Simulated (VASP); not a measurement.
Set up this calculation in VASP 6.6.1, as the native input.

```yaml
Task: single point
Functional: PBEsol
Potentials_or_basis: VASP PAW PBE potentials, release 64 (Ca_sv, Si, H)
Cutoff: 520 eV
k_mesh: 6 × 6 × 6
Occupations: fermi-dirac, width 0.03 eV
Spin: no spin polarisation
Dipole_correction: no
Further_INCAR_settings: ALGO = Normal; EDIFF = 1e-07; NBANDS = 20
```

The structure of CaSiH6 lies in POSCAR:

```
CaSiH6
1.0
    2.2226919935      1.2832718192      4.1230399522
   -2.2226919935      1.2832718192      4.1230399522
    0.0000000000     -2.5665436431      4.1230399508
Ca Si H
1 1 6
Direct
    0.5000000000      0.5000000000      0.5000000000
    0.0000000000      0.0000000000      0.0000000000
    0.5941241212      1.0250279020      0.1570279995
    1.0250279020      0.1570279995      0.5941241212
    0.8429720005      0.4058758788     -0.0250279020
   -0.0250279020      0.8429720005      0.4058758788
    0.4058758788     -0.0250279020      0.8429720005
    0.1570279995      0.5941241212      1.0250279020
```

These files were run (other wordings do the same):

INCAR

```
  ALGO = Normal
  EDIFF = 1E-7
  ENCUT = 520
  GGA = PS
  ISIF = 2
  ISMEAR = -1
  LASPH = True
  LCHARG = False
  LREAL = False
  LWAVE = False
  NBANDS = 20
  NELM = 60
  PREC = Accurate
  SIGMA = 0.03
```

KPOINTS

```
k-points
0
Gamma
  6 6 6
```

Potentials or basis: VASP PAW PBE potentials, release 64 (Ca_sv, Si, H).

Command:

```console
$ cat potpaw_PBE.64/Ca_sv/POTCAR potpaw_PBE.64/Si/POTCAR potpaw_PBE.64/H/POTCAR > POTCAR
$ mpirun -np 1 vasp_std > vasp.out
```

Results of the run:

```json
{
 "Pressure": "-0.1 GPa",
 "Largest force": "0.007 eV/Å",
 "Band gap on the k mesh": "1.24 eV (least direct gap 2.76 eV)"
}
```

Caveat: the PAW data sets were made with another functional, which shifts forces and pressure a little.

It took 88 s on 1 thread of Oxide Virtual Turin-like Processor (shared host), peak memory 0.2 GiB.
